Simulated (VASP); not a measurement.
A run of VASP 6.6.1:

INCAR

```
  PREC = Accurate
  ENCUT = 600
  EDIFF = 1E-6
  ISMEAR = 0
  SIGMA = 0.02
  LREAL = F
  LASPH = T
  NELM = 60
  ALGO = Normal
  ISIF = 3
  LWAVE = F
  LCHARG = F
  GGA = PE
  IBRION = 2
  NSW = 100
  EDIFFG = -0.01
```

Contents of KPOINTS:

```
regular mesh
0
Gamma
  8 8 8
```

The input POSCAR:

```
NaF
1.0
    0.0000000000      2.3200000000      2.3200000000
    2.3200000000      0.0000000000      2.3200000000
    2.3200000000      2.3200000000      0.0000000000
Na F
1 1
Direct
    0.0000000000      0.0000000000      0.0000000000
    0.5000000000      0.5000000000      0.5000000000
```

Potentials or basis: VASP PAW PBE potentials, release 64 (Na_pv, F).

The run is started by

```sh
$ cat potpaw_PBE.64/Na_pv/POTCAR potpaw_PBE.64/F/POTCAR > POTCAR
$ mpirun -np 1 vasp_std > vasp.out
```

Hardware: 1 thread of Intel(R) Xeon(R) 6975P-C (Granite Rapids) (shared host).

Q: Estimate the wall time of this run.

A: Run time: 20 s on 1 thread of Intel(R) Xeon(R) 6975P-C (Granite Rapids) (shared host), peak memory 0.15 GiB. Counts: scf iterations 32, k points 29, ion steps 4.
